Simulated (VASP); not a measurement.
A run of VASP 6.6.1 is set up as follows.

INCAR

```
  PREC = Accurate
  ENCUT = 520
  EDIFF = 1E-6
  ISMEAR = 0
  SIGMA = 0.01
  LREAL = False
  LASPH = True
  NELM = 100
  ALGO = Normal
  ISIF = 2
  LWAVE = False
  LCHARG = False
  GGA = PE
  NBANDS = 16
```

The input KPOINTS:

```
regular mesh
0
Gamma
  12 12 6
```

The input POSCAR:

```
AlN
1.0
    2.8328531146      0.0000000000      0.0000000000
   -1.4164265573      2.4533227624      0.0000000000
    0.0000000000      0.0000000000      4.8410108389
Al N
2 2
Direct
    0.0000000000      0.0000000000      0.0000000000
    0.0000000000      0.0000000000      0.5000000000
    0.3333333333      0.6666666667      0.2500000000
    0.6666666667      0.3333333333      0.7500000000
```

Potentials or basis: VASP PAW PBE potentials, release 64 (Al, N).

Command:

```sh
$ cat potpaw_PBE.64/Al/POTCAR potpaw_PBE.64/N/POTCAR > POTCAR
$ mpirun -np 1 vasp_std > vasp.out
```

Problem. Estimate the band gap on the k mesh.

Solution. 4.91 eV, indirect (least direct gap 5.18 eV).

Problem. Estimate the pressure.

Solution. 6.0 GPa.

Stress tensor (GPa, compression positive):
```
5.48 0.00 0.00
0.00 5.48 0.00
0.00 0.00 6.92
```

A k mesh can miss the band edges.
